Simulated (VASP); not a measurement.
The system is Ru.

```xyz
2
Lattice="2.7058 0.0000 0.0000 -1.3529 2.3433 0.0000 0.0000 0.0000 4.2819" Properties=species:S:1:pos:R:3 pbc="T T T"
Ru    0.0000    1.5622    1.0705
Ru    1.3529    0.7811    3.2114
```

* Program: VASP 6.6.1
* Task: relaxation of cell and atoms
* Functional: PBEsol
* Potentials or basis: VASP PAW PBE potentials, release 64 (Ru_pv)
* Cutoff: 600 eV
* k mesh: 18 × 18 × 10
* Occupations: gaussian, width 0.1 eV
* Spin: no spin polarisation

At the start: pressure -6.4 GPa; volume 13.57 Å³/atom.

Problem. Where does the relaxation end?

Solution. Over 7 steps the energy falls by 5.3 meV/atom and the volume is 13.32 Å³/atom (-1.9 %); space group P6_3/mmc (No. 194, to 0.1 Å) before and after.

The path:
```
step  energy change (eV)  largest force (eV/Å)  pressure (GPa)  volume (Å³)
   1              0.0000                0.0000           -6.39        27.15
   2              0.1010                0.0000           24.33        25.08
   3             -0.0107                0.0000           -0.09        26.64
   4             -0.0107                0.0000           -0.04        26.63
   5             -0.0107                0.0000            0.10        26.62
   6             -0.0107                0.0000           -0.32        26.65
   7             -0.0107                0.0000            0.03        26.63
```

Final structure:
```yaml
crystal:
  lattice:
    - [2.68923, 0.00000, 0.00000]
    - [-1.34462, 2.32894, 0.00000]
    - [0.00000, 0.00000, 4.25211]
  atoms:
    - { symbol: Ru, position: [0.33333, 0.66667, 0.25000] }
    - { symbol: Ru, position: [0.66667, 0.33333, 0.75000] }
```

Caveat: the PAW data sets were made with another functional, which shifts forces and pressure a little.
